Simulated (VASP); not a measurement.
# CdSe (F-43m) in VASP: a series of runs, part 2 of 2

VASP 6.6.1. Earlier steps stand in the parts before.

## (4) Relaxation of cell and atoms, PBE, target pressure 4 GPa, at which the enthalpy is minimised

INCAR

```
PREC = Accurate
ENCUT = 500
EDIFF = 1E-7
ISMEAR = 0
SIGMA = 0.01
LREAL = F
LASPH = T
NELM = 120
ALGO = Normal
ISIF = 3
LWAVE = F
LCHARG = F
GGA = PE
IBRION = 2
NSW = 100
EDIFFG = -0.01
PSTRESS = 40.0
GGA_COMPAT = F
NELMIN = 4
```

KPOINTS

```
Automatic mesh
0
Gamma
  6 6 6
```

POSCAR

```
CdSe
1.0
    0.0000000000      3.0702710000      3.0702710000
    3.0702710000      0.0000000000      3.0702710000
    3.0702710000      3.0702710000      0.0000000000
Cd Se
1 1
Direct
    0.0000000000      0.0000000000      0.0000000000
    0.2500000000      0.2500000000      0.2500000000
```

Potentials or basis: VASP PAW PBE potentials, release 64 (Cd, Se).

Command:

```console
$ cat potpaw_PBE.64/Cd/POTCAR potpaw_PBE.64/Se/POTCAR > POTCAR
$ mpirun -np 1 vasp_std > vasp.out
```

OUTCAR:

```text
PREC = Accurate
   ENCUT = 500
   EDIFF = 1E-7
   ISMEAR = 0
   LREAL = F
   LASPH = T
   NELM = 120
   ISIF = 3
   GGA = PE
   IBRION = 2
   NSW = 100
   EDIFFG = -0.01
   PSTRESS = 40.0
   NELMIN = 4

 ion  position               nearest neighbor table
   1  0.000  0.000  0.000-   2 2.66   2 2.66   2 2.66   2 2.66
   2  0.250  0.250  0.250-   1 2.66   1 2.66   1 2.66   1 2.66

  LATTYP: Found a face centered cubic cell.
 ALAT       =     6.1405420000

  Lattice vectors:

 A1 = (   0.0000000000,   3.0702710000,   3.0702710000)
 A2 = (   3.0702710000,   0.0000000000,   3.0702710000)
 A3 = (   3.0702710000,   3.0702710000,   0.0000000000)

Analysis of symmetry for initial positions (statically):
=====================================================================
 Subroutine PRICEL returns:
 Original cell was already a primitive cell.

 Routine SETGRP: Setting up the symmetry group for a
 face centered cubic supercell.

 Subroutine GETGRP returns: Found 24 space group operations
 (whereof 24 operations were pure point group operations)
 out of a pool of 48 trial point group operations.
[... 142 lines left out ...]
 maximum number of plane-waves:      1484
   NGX = 15   NGY = 15   NGZ = 15

--------------------------------------- Ionic step        1  -------------------------------------------

 number of electron      18.0000008 magnetization

 Free energy of the ion-electron system (eV)
  ---------------------------------------------------
  ext. energy  EPLUGINS =         0.00000000
  ---------------------------------------------------
  free energy    TOTEN  =        -5.48651927 eV

  energy without entropy =       -5.48651927  energy(sigma->0) =       -5.48651927

------------------------ aborting loop because EDIFF is reached ----------------------------------------

  FORCE on cell =-STRESS in cart. coord.  units (eV):
  Direction    XX          YY          ZZ          XY          YZ          ZX
  --------------------------------------------------------------------------------------
  -------------------------------------------------------------------------------------
  Total        0.5683129      0.5683129      0.5683129      0.0000000      0.0000000     -0.0000000
  in kB       15.7303348     15.7303348     15.7303348      0.0000000      0.0000000     -0.0000000
  external PRESSURE =     -24.2696652 kB  Pullay stress =      40.0000000 kB
[... 63 lines left out ...]
--------------------------------------- Ionic step        3  -------------------------------------------

 number of electron      17.9999997 magnetization

 Free energy of the ion-electron system (eV)
  ---------------------------------------------------
  ext. energy  EPLUGINS =         0.00000000
  ---------------------------------------------------
  free energy    TOTEN  =        -5.44555381 eV

  energy without entropy =       -5.44555381  energy(sigma->0) =       -5.44555381

 E-fermi :   1.1534     XC(G=0):  -8.9466

 val. band max:        1.0555836653   @ k =   0.0000   0.0000   0.0000
 cond. band min:       1.6916569692   @ k =   0.0000   0.0000   0.0000
 fundamental gap:      0.6360733039
 Fermi energy:         1.1533759047

 k-point     1 :       0.0000    0.0000    0.0000
  band No.  band energies     occupation
      1     -11.6158      2.00000
      2      -6.9299      2.00000
      3      -6.9299      2.00000
      4      -6.9299      2.00000
      5      -6.5405      2.00000
      6      -6.5405      2.00000
      7       1.0556      2.00000
      8       1.0556      2.00000
      9       1.0556      2.00000
     10       1.6917      0.00000
     11       6.9882      0.00000
     12       6.9882      0.00000
     13       6.9882      0.00000
[... 271 lines left out ...]
  energy  without entropy=       -5.4455538063  energy(sigma->0) =       -5.44555381

  enthalpy is  TOTEN    =        -4.0601905227 eV   P V=        1.3853632836

 reached required accuracy - stopping structural energy minimisation
```

CONTCAR:

```text
CdSe
   1.00000000000000
     0.0000000000000000    3.0273415591756274    3.0273415591756270
     3.0273415591756270    0.0000000000000000    3.0273415591756270
     3.0273415591756270    3.0273415591756274    0.0000000000000000
  Cd              Se
     1     1
Direct
     0.0000000000000000    0.0000000000000000    0.0000000000000000
     0.2500000000000000    0.2500000000000000    0.2500000000000000

  0.00000000E+00  0.00000000E+00  0.00000000E+00
  0.00000000E+00  0.00000000E+00  0.00000000E+00
```

It took 14 s on 1 thread of Intel Xeon 6975P-C (Granite Rapids), shared host; peak memory 0.18 GiB.

What came out:

| Quantity | Value |
| --- | --- |
| Free energy | -5.4456 eV |
| Relaxed volume | 27.74 Å³/atom |
| Relaxed cell | a = 4.281 Å, b = 4.281 Å, c = 4.281 Å, α = 60.00°, β = 60.00°, γ = 60.00° |
| Space group after relaxing (to 0.1 Å) | F-43m (No. 216) |
| Energy change on relaxing (the run minimises the enthalpy) | +20.5 meV/atom |
| Ionic steps | 3 |
| Pressure after relaxing | 4.0 GPa |
| Band gap on the k mesh | 0.64 eV |

Step by step:
```csv
step,energy change (eV),largest force (eV/Å),pressure (GPa),volume (Å³)
1,0.0000,0.0000,1.57,57.88
2,0.0762,0.0000,5.44,54.29
3,0.0410,0.0000,4.00,55.49
```

Final structure:
```
Cd Se
1.0
     0.00000    3.02734    3.02734
     3.02734    0.00000    3.02734
     3.02734    3.02734    0.00000
Cd Se
1 1
Direct
  0.00000 0.00000 0.00000
  0.25000 0.25000 0.25000
```

Caveat: the cell is relaxed towards a set pressure, so the run minimises the enthalpy, not the energy.

## (5) The runs side by side

| cell | gap on the mesh (eV) | pressure (GPa) |
| --- | --- | --- |
| relaxed | 0.48 | 0.0 |
| relaxed to 2 GPa | 0.56 | 2.0 |
| relaxed to 4 GPa | 0.64 | 4.0 |

Alike in all rows: task relaxation of cell and atoms; level PBE; potentials or basis VASP PAW PBE potentials, release 64 (Cd, Se); no spin polarisation; k mesh 6 × 6 × 6; cutoff (eV) 500; smearing gaussian 0.01 eV.

Caveats: the cell is relaxed towards a set pressure, so the run minimises the enthalpy, not the energy (at least some runs).

Absolute energies hang on the potentials; compare differences alone.
